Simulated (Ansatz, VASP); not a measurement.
## One calculation of Tl, two programs

File INCAR:

```
  ALGO = Normal
  EDIFF = 1E-7
  ENCUT = 520
  GGA = RP
  ISIF = 2
  ISMEAR = -1
  LASPH = T
  LCHARG = F
  LREAL = F
  LWAVE = F
  NBANDS = 20
  NELM = 100
  PREC = Accurate
  SIGMA = 0.05
```

The input KPOINTS:

```
k-points
0
Gamma
  11 11 6
```

The input POSCAR:

```
Tl
1.0
    3.5237802386      0.0000000000      0.0000000000
   -1.7618901193      3.0516832040      0.0000000000
    0.0000000000      0.0000000000      5.6333608439
Tl
2
Direct
    0.3333333333      0.6666666667      0.2500000000
    0.6666666667      0.3333333333      0.7500000000
```

Input for Ansatz:

```yaml
crystal:
  lattice:
    - [3.5237802386, 0.0, 0.0]
    - [-1.7618901193, 3.051683204, 0.0]
    - [0.0, 0.0, 5.6333608439]
  atoms:
    - { symbol: Tl, position: [0.3333333333, 0.6666666667, 0.25] }
    - { symbol: Tl, position: [0.6666666667, 0.3333333333, 0.75] }
kpoints:
  mp_grid: { grid: [11, 11, 6] }
scf:
  occupations: { method: fermi_dirac, width: 0.05 }
hamiltonian:
  xc: rpbe
  pseudopotentials: { kind: all_electron, lapw: { basis_error: 0.0005 } }
output:
  forces: true
  stress: true
  eigenvalues: true
```

Alike in both runs: task single point; functional RPBE; k mesh 11 × 11 × 6; occupations fermi-dirac, width 0.05 eV; no spin polarisation.

```csv
,VASP,Ansatz
version,VASP 6.6.1,Ansatz 0.2.0
potentials or method,"VASP PAW PBE potentials, release 64 (Tl_d), cutoff 520 eV","all-electron LAPW, scalar-relativistic"
```

|  | VASP | Ansatz | Ansatz less VASP |
| --- | --- | --- | --- |
| gap on the k mesh at the Fermi level (eV) | none | none | - |
| pressure (GPa) | 2.8 | 2.8 | +0.06 |
| traceless stress, the component that is largest in VASP (GPa) | -0.15 | -0.14 | +0.010 |

VASP's potentials were made for PBE, not for RPBE. A gap of «none» marks a metal or a gap that the smearing closes. Ansatz ran all-electron here, and VASP with PAW potentials.

Spin-orbit coupling is off throughout.
